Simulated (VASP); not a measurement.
# Ni (Im-3m) in VASP: single point with PBEsol

Aim: the single point of Ni with PBEsol.

Program: VASP 6.6.1. These are calculated values, not measurements. Logs are shortened: lines on timing, memory, paths and dates and some standing lists are left out, and cuts for length are marked.

### 1 The cell of the first run

It takes space group Im-3m (No. 229, cubic). Conventional cell: a = 2.767 Å, b = 2.767 Å, c = 2.767 Å, α = 90.00°, β = 90.00°, γ = 90.00°. Ni (site symmetry m-3m) has 14 Ni at 2.40 to 2.77 Å within 3.2 Å.

This isn't the form of Ni at room conditions, which is fcc.

### 2 Single point, PBEsol

Input file INCAR:

```
SYSTEM = Ni
ALGO     = Normal         ! electronic algorithm
EDIFF    = 1E-6           ! SCF threshold, eV
ENCUT    = 590            ! plane-wave cutoff, eV
GGA      = PS             ! functional
GGA_COMPAT= .FALSE.      
ISIF     = 2              ! what is computed and relaxed
ISMEAR   = -1             ! smearing method
LASPH    = .TRUE.         ! aspherical terms in the spheres
LCHARG   = .FALSE.        ! write CHGCAR
LREAL    = .FALSE.        ! projectors in reciprocal space
LWAVE    = .FALSE.        ! write WAVECAR
NBANDS   = 25             ! bands
NELM     = 120            ! most SCF steps
PREC     = Accurate       ! precision mode
SIGMA    = 0.1            ! smearing width, eV
```

Input file KPOINTS:

```
k-points
0
G
  17 17 17
  0 0 0
```

Input file POSCAR:

```
Ni
1.0
   -2.7674310000      2.7674310000      2.7674310000
    1.3837150000     -1.3837150000      1.3837150000
    1.3837150000      1.3837150000     -1.3837150000
Ni
2
Direct
    0.0000000000      0.0000000000      0.0000000000
    0.5000000000      0.0000000000      0.0000000000
```

Potentials or basis: VASP PAW PBE potentials, release 64 (Ni_sv_GW).

Started as:

```bash
> cat potpaw_PBE.64/Ni_sv_GW/POTCAR > POTCAR
> mpirun -np 1 vasp_std > vasp.out
```

OUTCAR:

```text
SYSTEM = Ni
   EDIFF = 1E-6
   ENCUT = 590
   GGA = PS
   ISIF = 2
   ISMEAR = -1
   LASPH = .TRUE.
   LREAL = .FALSE.
   NELM = 120
   PREC = Accurate

 ion  position               nearest neighbor table
   1  0.000  0.000  0.000-   2 2.40   2 2.40   2 2.40   2 2.40
   2  0.500  0.000  0.000-   1 2.40   1 2.40   1 2.40   1 2.40

  LATTYP: Found a base centered orthorhombic cell.
 ALAT       =     2.7674300000
 B/A-ratio  =     1.4142135624
 C/A-ratio  =     1.4142140734

  Lattice vectors:

 A1 = (   1.3837150000,  -1.3837150000,   1.3837150000)
 A2 = (   1.3837150000,   1.3837150000,  -1.3837150000)
 A3 = (  -0.0000010000,   2.7674310000,   2.7674310000)

Analysis of symmetry for initial positions (statically):
=====================================================================
 Subroutine PRICEL returns following result:

  LATTYP: Found a body centered cubic cell.
 ALAT       =     2.7674300000

  Lattice vectors:

 A1 = (  -1.3837155000,   1.3837155000,   1.3837155000)
 A2 = (   1.3837150000,  -1.3837150000,   1.3837150000)
 A3 = (   1.3837150000,   1.3837150000,  -1.3837150000)

   2 primitive cells build up your supercell.

 Routine SETGRP: Setting up the symmetry group for a
 base centered orthorhombic supercell.

 Subroutine GETGRP returns: Found  8 space group operations
 (whereof  8 operations were pure point group operations)
 out of a pool of  8 trial point group operations.

The static configuration has the point symmetry D_2h.

Analysis of symmetry for dynamics (positions and initial velocities):
=====================================================================
 Subroutine PRICEL returns following result:

  LATTYP: Found a body centered cubic cell.
 ALAT       =     2.7674300000

  Lattice vectors:

 A1 = (  -1.3837155000,   1.3837155000,   1.3837155000)
 A2 = (   1.3837150000,  -1.3837150000,   1.3837150000)
 A3 = (   1.3837150000,   1.3837150000,  -1.3837150000)

   2 primitive cells build up your supercell.

 Routine SETGRP: Setting up the symmetry group for a
 base centered orthorhombic supercell.

 Subroutine GETGRP returns: Found  8 space group operations
 (whereof  8 operations were pure point group operations)
 out of a pool of  8 trial point group operations.
[... 89 lines left out ...]
 SYSTEM =  Ni
   PREC   = accura    normal or accurate (medium, high low for compatibility)
   ISTART =      0    job   : 0-new  1-cont  2-samecut
   ICHARG =      2    charge: 1-file 2-atom 10-const
   ISPIN  =      1    spin polarized calculation?
   LNONCOLLINEAR =      F non collinear calculations
   LSORBIT =      F    spin-orbit coupling
   LASPH  =      T    aspherical Exc in radial PAW
   ENCUT  =  590.0 eV  43.36 Ry    6.59 a.u.   9.49  4.75  4.75*2*pi/ulx,y,z
   NELM   =    120;   NELMIN=  2; NELMDL= -5     # of ELM steps
   EDIFF  = 0.1E-05   stopping-criterion for ELM
   LREAL  =      F    real-space projection
   EDIFFG = 0.1E-04   stopping-criterion for IOM
   NSW    =      0    number of steps for IOM
   IBRION =     -1    ionic relax: 0-MD 1-quasi-New 2-CG
   NFREE  =      0    steps in history (QN), initial steepest desc. (CG)
   ISIF   =      2    stress and relaxation
   ISYM   =      2    0-nonsym 1-usesym 2-fastsym
   POTIM  = 0.5000    time-step for ionic-motion
   TEBEG  =    0.0;   TEEND  =   0.0 temperature during run
   PSTRESS=    0.0 pullay stress
   NELECT =      36.0000    total number of electrons
   NUPDOWN=      -1.0000    fix difference up-down
   EMIN   =  10.00;   EMAX   =-10.00  energy-range for DOS
   EFERMI =   0.00;   METHOD = LEGACY
   ISMEAR =    -1;   SIGMA  =   0.10  broadening in eV -4-tet -1-fermi 0-gaus
   EFERMI_NEDOS =   21; number of points for ismear=-14 and -15
   IALGO  =     38    algorithm
   IMIX   =      4    mixing-type and parameters
     AMIX     =   0.40;   BMIX     =  1.00
     AMIX_MAG =   1.60;   BMIX_MAG =  1.00
  volume/ion in A,a.u.               =      10.60        71.51
  Fermi-wavevector in a.u.,A,eV,Ry     =   1.953285  3.691174 51.910616  3.815323
  Thomas-Fermi vector in A             =   2.980140
   LORBIT       =      0    0 simple, 1 ext, 2 COOP (PROOUT), +10 PAW based schemes
   GGA     = PS    functional components
   LHFCALC =     F    Hartree Fock is set to
   AEXX    =    0.0000 exact exchange contribution
   IVDW    =     0    specifies the selected vdW correction
   LEPSILON=     F    determine dielectric tensor
   LRPA    =     F    only Hartree local field effects (RPA)
 non-spin polarized calculation
  energy-cutoff  :      590.00
  volume of cell :       21.19
 maximum number of plane-waves:       713
 NGX is ok and might be reduce to    40
   NGX = 19   NGY =  9   NGZ =  9

 number of electron      35.9999968 magnetization

 Free energy of the ion-electron system (eV)
  ---------------------------------------------------
  ext. energy  EPLUGINS =         0.00000000
  ---------------------------------------------------
  free energy    TOTEN  =       -13.97550184 eV

  energy without entropy =      -13.84136673  energy(sigma->0) =      -13.90843428

 E-fermi :   7.8137     XC(G=0): -14.2428

 val. band max:        7.8131645881   @ k =   0.2353  -0.1176   0.1176
 cond. band min:       7.8157316202   @ k =   0.0588   0.3529   0.0000
 fundamental gap:      0.0025670321
 Fermi energy:         7.8136763164

 k-point     1 :       0.0000    0.0000    0.0000
  band No.  band energies     occupation
      1     -94.9080      2.00000
      2     -94.8629      2.00000
      3     -55.5593      2.00000
      4     -55.3944      2.00000
      5     -55.3084      2.00000
      6     -55.3077      2.00000
[... 661 lines left out ...]
     24      27.5681      0.00000
     25      29.7561      0.00000

 [... further k-points ...]

------------------------ aborting loop because EDIFF is reached ----------------------------------------

  FORCE on cell =-STRESS in cart. coord.  units (eV):
  Direction    XX          YY          ZZ          XY          YZ          ZX
  --------------------------------------------------------------------------------------
  -------------------------------------------------------------------------------------
  Total       -1.0097221     -1.0086717     -1.0086717      0.0000002     -0.0018052      0.0000002
  in kB      -76.3277291    -76.2483248    -76.2483248      0.0000138     -0.1364582      0.0000138
  external PRESSURE =     -76.2747929 kB  Pullay stress =       0.0000000 kB

 VOLUME and BASIS-vectors are now :
 -----------------------------------------------------------------------------
  energy-cutoff  :      590.00
  volume of cell :       21.19
      direct lattice vectors                 reciprocal lattice vectors
    -2.767431000  2.767431000  2.767431000     0.000000000  0.180672978  0.180672978
     1.383715000 -1.383715000  1.383715000     0.361346086  0.000000000  0.361346086
     1.383715000  1.383715000 -1.383715000     0.361346086  0.361346086  0.000000000

 POSITION                                       TOTAL-FORCE (eV/Angst)
 -----------------------------------------------------------------------------------
      0.00000      0.00000      0.00000        -0.000000      0.000000      0.000000
     -1.38372      1.38372      1.38372         0.000000     -0.000000     -0.000000
 -----------------------------------------------------------------------------------
    total drift:                               -0.000000     -0.000000      0.000000

  FREE ENERGIE OF THE ION-ELECTRON SYSTEM (eV)
  ---------------------------------------------------
  free  energy   TOTEN  =       -13.9755018376 eV

  energy  without entropy=      -13.8413667288  energy(sigma->0) =      -13.90843428
```

stdout:

```text
POSCAR found type information on POSCAR Ni
 POSCAR found :  1 types and       2 ions
 scaLAPACK will be used
 -----------------------------------------------------------------------------
|                                                                             |
|                                                                             |
|     You enforced a specific xc type in the INCAR file but a different       |
|     I HOPE YOU KNOW WHAT YOU ARE DOING!                                     |
|                                                                             |
 -----------------------------------------------------------------------------

 LDA part: xc-table for (Slater+PW92), standard interpolation
 POSCAR, INCAR and KPOINTS ok, starting setup
 FFT: planning ... GRIDC
 FFT: planning ... GRID_SOFT
 FFT: planning ... GRID
 WAVECAR not read
 entering main loop
```

Run time: 3.1 min. Hardware: 1 thread of Intel Xeon 6975P-C (Granite Rapids), shared host; peak memory 0.53 GiB.

Results:

- Free energy: -13.9755 eV
- Pressure: -7.6 GPa
- Band gap on the k mesh: zero (bands 18 and 19 overlap by 0.92 eV)

Levels at points of the mesh, in eV from the Fermi level:
| k point | band 14 | band 15 | band 16 | band 17 | band 18 | band 19 | band 20 | band 21 | band 22 | band 23 |
| --- | --- | --- | --- | --- | --- | --- | --- | --- | --- | --- |
| (0.00, 0.00, 0.00) | -2.00 | -0.64 | -0.58 | -0.58 | -0.41 | 0.16 | 0.41 | 6.85 | 19.19 | 20.37 |

Caveat: the cell stands under tension; the PAW data sets were made with another functional, which shifts forces and pressure a little; the run has no spin polarisation, though such a crystal can be magnetic. Spin polarisation is off, so any magnetic state and its effect on volume and gap are missing.
